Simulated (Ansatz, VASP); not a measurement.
# BN in VASP and in Ansatz

Contents of INCAR:

```
SYSTEM = BN
PREC = Accurate
ENCUT = 520
EDIFF = 1E-7
ISMEAR = 0
SIGMA = 0.02
LREAL = .False.
LASPH = .True.
NELM = 80
ALGO = Normal
ISIF = 2
LWAVE = .False.
LCHARG = .False.
GGA = PS
IBRION = 2
NSW = 60
EDIFFG = -0.002
```

The input KPOINTS:

```
regular mesh
0
Gamma
  9 9 6
  0 0 0
```

POSCAR

```
BN
1.0
    2.5659661661      0.0000000000      0.0000000000
   -1.2829830830      2.2221918851      0.0000000000
    0.0000000000      0.0000000000      4.1975546927
B N
2 2
Direct
    0.3333333333      0.6666666667     -0.0003696467
    0.6666666667      0.3333333333      0.4996303533
    0.3333333333      0.6666666667      0.3743696467
    0.6666666667      0.3333333333      0.8743696467
```

Input for Ansatz:

```yaml
crystal:
  lattice:
    - [2.5659661661, 0.0, 0.0]
    - [-1.282983083, 2.2221918851, 0.0]
    - [0.0, 0.0, 4.1975546927]
  atoms:
    - { symbol: B, position: [0.3333333333, 0.6666666667, -0.0003696467] }
    - { symbol: B, position: [0.6666666667, 0.3333333333, 0.4996303533] }
    - { symbol: "N", position: [0.3333333333, 0.6666666667, 0.3743696467] }
    - { symbol: "N", position: [0.6666666667, 0.3333333333, 0.8743696467] }
basis:
  ecutwfc: 420
kpoints:
  mp_grid: { grid: [9, 9, 6] }
hamiltonian:
  xc: pbesol
  pseudopotentials: { kind: paw, azcp: { folder: soft_1 } }
scf:
  occupations: { method: gaussian, width: 0.02 }
output:
  forces: true
  stress: true
  eigenvalues: true
relax:
  adjacent_minimum: "off"
  f_tol: 0.002
  max_steps: 40
```

Change from the starting cell: strained cell.

Alike in both runs: task relaxation of the atoms; functional PBEsol; k mesh 9 × 9 × 6; occupations gaussian, width 0.02 eV; no spin polarisation.

```csv
,VASP,Ansatz
version,VASP 6.6.1,Ansatz 0.2.0
potentials or method,"VASP PAW PBE potentials, release 64 (B, N), cutoff 520 eV","scalar-relativistic, plane waves, PAW"
valence electrons in the cell,16,16
```

|  | VASP | Ansatz | Ansatz less VASP |
| --- | --- | --- | --- |
| gap on the k mesh at the Fermi level, each at its own relaxed structure (eV) | 5.03 | 5.04 | +0.012 |

VASP's potentials were made for PBE, not for PBEsol, and Ansatz warns of the same on its side. Ansatz's warnings: stress scf threshold loose.

Noted on VASP's run: the relaxation stopped at its first step, so nothing moved.
